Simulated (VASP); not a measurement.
A run of VASP 6.6.1:

Contents of POSCAR:

```
KI
1.0
    0.0000000000      3.5561715428      3.5561715428
    3.5561715428      0.0000000000      3.5561715428
    3.5561715428      3.5561715428      0.0000000000
I K
1 1
Direct
    0.5000000000      0.5000000000      0.5000000000
    0.0000000000      0.0000000000      0.0000000000
```

Contents of INCAR.step1:

```
SYSTEM = KI
PREC = Accurate
ENCUT = 520
EDIFF = 1E-5
ISMEAR = -1
SIGMA = 0.05
LREAL = .FALSE.
LASPH = .TRUE.
NELM = 80
ALGO = Normal
ISIF = 2
LWAVE = .TRUE.
LCHARG = .FALSE.
GGA = PE
NBANDS = 15
```

INCAR.step2

```
SYSTEM = KI
PREC = Accurate
ENCUT = 520
EDIFF = 1E-6
ISMEAR = -1
SIGMA = 0.05
LREAL = .FALSE.
LASPH = .TRUE.
NELM = 80
ALGO = Normal
ISIF = 2
LWAVE = .FALSE.
LCHARG = .FALSE.
GGA = PE
LHFCALC = .TRUE.
HFSCREEN = 0.2079
PRECFOCK = Normal
ISTART = 1
NBANDS = 15
```

KPOINTS

```
regular mesh
0
G
  4 4 4
  0 0 0
```

Potentials or basis: VASP PAW PBE potentials, release 64 (I, K_sv).

Launch:

```bash
$ cat potpaw_PBE.64/I/POTCAR potpaw_PBE.64/K_sv/POTCAR > POTCAR
$ cp INCAR.step1 INCAR
$ mpirun -np 1 vasp_std > vasp.out
$ cp INCAR.step2 INCAR
$ mpirun -np 1 vasp_std > vasp.out
```

Hardware: 1 thread of AMD EPYC 7R13 (shared host).

Task: How long does it take, and how much memory?

Result: Run time: 26 min on 1 thread of AMD EPYC 7R13 (shared host), peak memory 0.33 GiB. Counts: k points 8.
